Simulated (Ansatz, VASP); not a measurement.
# Al6H in VASP and in Ansatz

```
Al H
1.0
     5.71352    0.00000    0.00000
    -2.85676    4.94805    0.00000
     0.00000    0.00000   22.60138
Al H
12 2
Cartesian
  1.4284 0.8247 4.0000
  0.0000 3.2987 4.0000
  4.2851 0.8247 4.0000
  2.8568 3.2987 4.0000
  0.0000 1.6494 6.3007
  -1.4284 4.1234 6.3007
  2.8568 1.6494 6.3007
  1.4284 4.1234 6.3007
  0.0000 0.0000 8.6014
  -1.4284 2.4740 8.6014
  2.8568 0.0000 8.6014
  1.4284 2.4740 8.6014
  -0.3250 2.4740 9.0514
  0.3250 2.4740 9.0514
```

Alike in both runs: task single point; functional PBE; k mesh 6 × 6 × 1; occupations gaussian, width 0.1 eV; no spin polarisation.

|  | VASP | Ansatz |
| --- | --- | --- |
| version | VASP 6.6.1 | Ansatz 0.2.0 |
| potentials or method | VASP PAW PBE potentials, release 64 (Al, H), cutoff 520 eV | scalar-relativistic, plane waves, PAW |
| valence electrons in the cell | 38 | 38 |

|  | VASP | Ansatz | Ansatz less VASP |
| --- | --- | --- | --- |
| gap on the k mesh at the Fermi level (eV) | none | none | - |
| rms of the force components (eV/Å) | 3.469 | 3.488 | +0.0192 |
| work function, face that differs most (eV) | 3.72 | 3.72 | +0.001 |

Atom by atom the forces differ by 0.046 eV/Å (rms over components). A gap of «none» marks a metal or a gap that the smearing closes. The functional is the same, so the differences come from potentials, cutoffs and numerics. Ansatz's warnings: xc potential rough in thin density.
